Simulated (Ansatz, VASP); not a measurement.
**One calculation of Al2Ru, two programs**

```
Al Ru
1.0
    -1.56091    1.56091    4.22249
     1.56091   -1.56091    4.22249
     1.56091    1.56091   -4.22249
Al Ru
2 1
Direct
  0.65909 0.65909 0.00000
  0.34091 0.34091 0.00000
  0.00000 0.00000 0.00000
```

Alike in both runs: task single point; functional r2SCAN; k mesh 24 × 24 × 24; occupations gaussian, width 0.15 eV; no spin polarisation.

|  | VASP | Ansatz |
| --- | --- | --- |
| version | VASP 6.6.1 | Ansatz 0.2.0 |
| potentials or method | VASP PAW PBE potentials, release 64 (Al, Ru_pv), cutoff 520 eV | scalar-relativistic, plane waves, PAW |
| valence electrons in the cell | 20 | 22 |

Ansatz gave:

| Property | Result |
| --- | --- |
| gap on the k mesh at the Fermi level (eV) | none |
| pressure (GPa) | 0.0 |
| traceless stress, the component that is largest in VASP (GPa) | -0.03 |
| rms of the force components (eV/Å) | 0.002 |

**Question.** Which values does VASP return?

**Answer.** gap on the k mesh at the Fermi level (eV): none; pressure (GPa): -0.1; traceless stress, the component that is largest in VASP (GPa): -0.09; rms of the force components (eV/Å): 0.004.

VASP's potentials were made for PBE, not for r2SCAN. Atom by atom the forces differ by 0.006 eV/Å (rms over components). A gap of «none» marks a metal or a gap that the smearing closes. VASP's potentials hold 20 valence electrons a cell and Ansatz's 22, so a difference there can come from the potentials and not from the codes.
